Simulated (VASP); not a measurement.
BeS, 2 atoms in the cell. It takes space group I-4m2 (No. 119, tetragonal). Conventional cell: a = 3.443 Å, b = 3.443 Å, c = 4.758 Å, α = 90.00°, β = 90.00°, γ = 90.00°. Within 2.8 Å of Be (site symmetry -4m2) lie 4 S at 2.09 Å. Within 2.8 Å of S (site symmetry -4m2) lie 4 Be at 2.09 Å.  This cell differs from its parent crystal: uniaxial x strain -2.3%.

```yaml
Program: VASP 6.6.1
Task: single point
Functional: HSE06
Potentials_or_basis: VASP PAW PBE potentials, release 64 (Be, S)
Cutoff: 520 eV
k_mesh: 6 × 6 × 6
Occupations: gaussian, width 0.01 eV
Spin: no spin polarisation
Dipole_correction: no
Grid_for_exact_exchange_PRECFOCK: Normal
Further_INCAR_settings: ALGO = Normal; EDIFF = 1e-06; NBANDS = 11
Share_of_exact_exchange: 0.25
Screening_parameter: 0.2079 1/Å
```

Potentials or basis: VASP PAW PBE potentials, release 64 (Be, S).

Launch:

```bash
$ cat potpaw_PBE.64/Be/POTCAR potpaw_PBE.64/S/POTCAR > POTCAR
$ cp INCAR.step1 INCAR
$ mpirun -np 1 vasp_std > vasp.out
$ cp INCAR.step2 INCAR
$ mpirun -np 1 vasp_std > vasp.out
```

Hardware: 1 thread of Intel(R) Xeon(R) Platinum 8375C CPU @ 2.90GHz (Ice Lake), with other jobs on the host.

Problem. Estimate the wall time of this run.

Solution. Run time: 9.7 min on 1 thread of Intel(R) Xeon(R) Platinum 8375C CPU @ 2.90GHz (Ice Lake) (shared host), peak memory 0.26 GiB. Counts: k points 30.
